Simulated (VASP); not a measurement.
Set up this calculation in VASP 6.6.1, as the native input.

- Task: single point
- Functional: PBEsol
- Potentials or basis: VASP PAW PBE potentials, release 64 (Bi_d, Te)
- Cutoff: 520 eV
- k mesh: 12 × 12 × 8
- Occupations: gaussian, width 0.1 eV
- Spin: no spin polarisation
- Dipole correction: no
- Further INCAR settings: ALGO = Normal; EDIFF = 1e-06; NBANDS = 29

The structure of BiTe lies in POSCAR:

```
BiTe
1.0
    3.1491965245      3.1491965245      0.0000000000
   -3.1491965245      3.1491965245      0.0000000000
    0.0000000000      0.0000000000      6.4101367695
Bi Te
2 2
Direct
    0.0000000000      0.0000000000      0.0000000000
    0.5000000000      0.5000000000      0.5000000000
    0.5000000000      0.5000000000      0.0000000000
    0.0000000000      0.0000000000      0.5000000000
```

This cell differs from its parent crystal: biaxial strain in the a-b plane: -1.5 %, then relaxed in part.

One way to write it, as run:

INCAR

```
  PREC = Accurate
  ENCUT = 520
  EDIFF = 1E-6
  ISMEAR = 0
  SIGMA = 0.1
  LREAL = F
  LASPH = T
  NELM = 60
  ALGO = Normal
  ISIF = 2
  LWAVE = F
  LCHARG = T
  GGA = PS
  LELF = T
  LVHAR = T
  NBANDS = 29
```

KPOINTS

```
Automatic mesh
0
Gamma
  12 12 8
```

Potentials or basis: VASP PAW PBE potentials, release 64 (Bi_d, Te).

Launch:

```sh
$ cat potpaw_PBE.64/Bi_d/POTCAR potpaw_PBE.64/Te/POTCAR > POTCAR
$ mpirun -np 1 vasp_std > vasp.out
```

It gave:

- Pressure: 1.6 GPa
- Band gap on the k mesh: zero (bands 21 and 22 overlap by 3.36 eV)

Caveat: the cell differs from its parent crystal (biaxial strain in the a-b plane: -1.5 %, then relaxed in part); the PAW data sets were made with another functional, which shifts forces and pressure a little; spin-orbit coupling is left out, which moves the levels of the heavy elements.

It took 2.5 min on 1 thread of Intel(R) Xeon(R) 6975P-C (Granite Rapids) (shared host), peak memory 0.56 GiB.
